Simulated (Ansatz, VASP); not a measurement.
# GaSb in VASP and in Ansatz

```
CELL_PARAMETERS angstrom
0.00000 3.06588 3.06588
3.06588 0.00000 3.06588
3.06588 3.06588 0.00000
ATOMIC_POSITIONS crystal
Ga 0.00000 0.00000 0.00000
Sb 0.25000 0.25000 0.25000
```

Alike in both runs: task single point; functional PBE-based global hybrid with a share of 0.75 of exact exchange; k mesh 4 × 4 × 4; occupations fermi-dirac, width 0.02 eV; no spin polarisation.

|  | VASP | Ansatz |
| --- | --- | --- |
| version | VASP 6.6.1 | Ansatz 0.2.0 |
| potentials or method | VASP PAW PBE potentials, release 64 (Ga_d, Sb) | plane waves |
| plane-wave cutoff (eV) | 520 | 420 |
| valence electrons in the cell | 18 | 28 |

```csv
,VASP,Ansatz,Ansatz less VASP
gap on the k mesh at the Fermi level (eV),6.03,4.61,-1.416
pressure (GPa),-11.4,-2.9,+8.44
```

VASP's potentials were made for PBE, not for PBE-based global hybrid. One of these differences is far larger than is usual between the two programs; its cause wasn't traced. With one functional, cell and mesh, what is left measures potentials, basis and numerics. VASP's potentials hold 18 valence electrons a cell and Ansatz's 28, so a difference there can come from the potentials and not from the codes. Ansatz's warnings: stress exchange threshold loose, stress scf threshold loose.

The k mesh is coarse, so the values compare programs but aren't converged. Spin-orbit coupling is off throughout.
